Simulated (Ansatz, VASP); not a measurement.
# One calculation of Hf2W, two programs

```
Hf W
1.0
     4.89429    0.00000    0.00000
    -2.44714    4.23858    0.00000
     0.00000    0.00000    2.79779
Hf W
2 1
Direct
  0.33333 0.66667 0.50000
  0.66667 0.33333 0.50000
  0.00000 0.00000 0.00000
```

Alike in both runs: functional PBE; k mesh 6 × 6 × 4; occupations gaussian, width 0.1 eV; no spin polarisation.

Ansatz relaxed the structure, and its values are those at the end. VASP's run is a single point on that final structure, the one shown.

|  | VASP | Ansatz |
| --- | --- | --- |
| version | VASP 6.6.1 | Ansatz 0.2.0 |
| potentials or method | VASP PAW PBE potentials, release 64 (Hf_pv, W_sv), cutoff 520 eV | scalar-relativistic, plane waves, PAW |
| valence electrons in the cell | 34 | 66 |

Ansatz gave:

```
gap on the k mesh at the Fermi level (eV) : none
pressure (GPa)                            : 0.2
```

Estimate VASP's values.

gap on the k mesh at the Fermi level (eV): none; pressure (GPa): -0.3.

A gap of «none» marks a metal or a gap that the smearing closes. The functional is the same, so the differences come from potentials, cutoffs and numerics. VASP's potentials hold 34 valence electrons a cell and Ansatz's 66, so a difference there can come from the potentials and not from the codes.

The k mesh is coarse, so the values compare programs but aren't converged. Spin-orbit coupling is off throughout.
